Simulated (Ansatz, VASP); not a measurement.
## MgZr2N2 in VASP and in Ansatz

INCAR

```
ALGO     = Normal         # electronic algorithm
EDIFF    = 1E-6           # SCF threshold, eV
EDIFFG   = -0.01          # ionic threshold
ENCUT    = 600            # plane-wave cutoff, eV
GGA      = PE             # functional
IBRION   = 2              # ionic algorithm
ISIF     = 3              # what is computed and relaxed
ISMEAR   = 0              # smearing method
LASPH    = T              # aspherical terms in the spheres
LCHARG   = F              # write CHGCAR
LREAL    = F              # projectors in reciprocal space
LWAVE    = F              # write WAVECAR
NELM     = 60             # most SCF steps
NSW      = 100            # ionic steps
PREC     = Accurate       # precision mode
SIGMA    = 0.1            # smearing width, eV
```

Contents of KPOINTS:

```
k-points
0
Gamma
  12 12 12
```

The input POSCAR:

```
MgZr2N2
1.0
   -2.1630033840      2.1630033840      5.0069409390
    2.1630033840     -2.1630033840      5.0069409390
    2.1630033840      2.1630033840     -5.0069409390
Mg Zr N
1 2 2
Direct
    0.0000000000      0.0000000000      0.0000000000
    0.7500000000      0.2500000000      0.5000000000
    0.2500000000      0.7500000000      0.5000000000
    0.7911891598      0.7911891598      0.0000000000
    0.2088108402      0.2088108402      0.0000000000
```

Input for Ansatz:

```yaml
crystal:
  lattice:
    - [-2.163003384, 2.163003384, 5.006940939]
    - [2.163003384, -2.163003384, 5.006940939]
    - [2.163003384, 2.163003384, -5.006940939]
  atoms:
    - { symbol: Mg, position: [0.0, 0.0, 0.0] }
    - { symbol: Zr, position: [0.75, 0.25, 0.5] }
    - { symbol: Zr, position: [0.25, 0.75, 0.5] }
    - { symbol: "N", position: [0.7911891598, 0.7911891598, 0.0] }
    - { symbol: "N", position: [0.2088108402, 0.2088108402, 0.0] }
basis:
  ecutwfc: 420
kpoints:
  mp_grid: { grid: [12, 12, 12] }
hamiltonian:
  xc: pbe
scf:
  occupations: { method: gaussian, width: 0.1 }
output:
  forces: true
  stress: true
  eigenvalues: true
relax:
  adjacent_minimum: "off"
  f_tol: 0.01
  max_steps: 80
  cell: { stress_tol: 0.05 }
```

Change from the starting cell: species swapped into the LuMn2Ge2 type (I4/mmm, No. 139).

Alike in both runs: task relaxation of cell and atoms; functional PBE; k mesh 12 × 12 × 12; occupations gaussian, width 0.1 eV; no spin polarisation.

|  | VASP | Ansatz |
| --- | --- | --- |
| version | VASP 6.6.1 | Ansatz 0.2.0 |
| potentials or method | VASP PAW PBE potentials, release 64 (Mg, Zr_sv, N), cutoff 600 eV | scalar-relativistic, plane waves, PAW |
| valence electrons in the cell | 36 | 44 |

|  | VASP | Ansatz | Ansatz less VASP |
| --- | --- | --- | --- |
| gap on the k mesh at the Fermi level, each at its own relaxed structure (eV) | none | none | - |
| relaxed volume (Å³/atom) | 18.70 | 18.72 | +0.020 |
| relaxed cell length with the largest relative difference (Å) | 5.842 | 5.850 | +0.0087 |

A gap of «none» marks a metal or a gap that the smearing closes. VASP's potentials hold 36 valence electrons a cell and Ansatz's 44, so a difference there can come from the potentials and not from the codes.
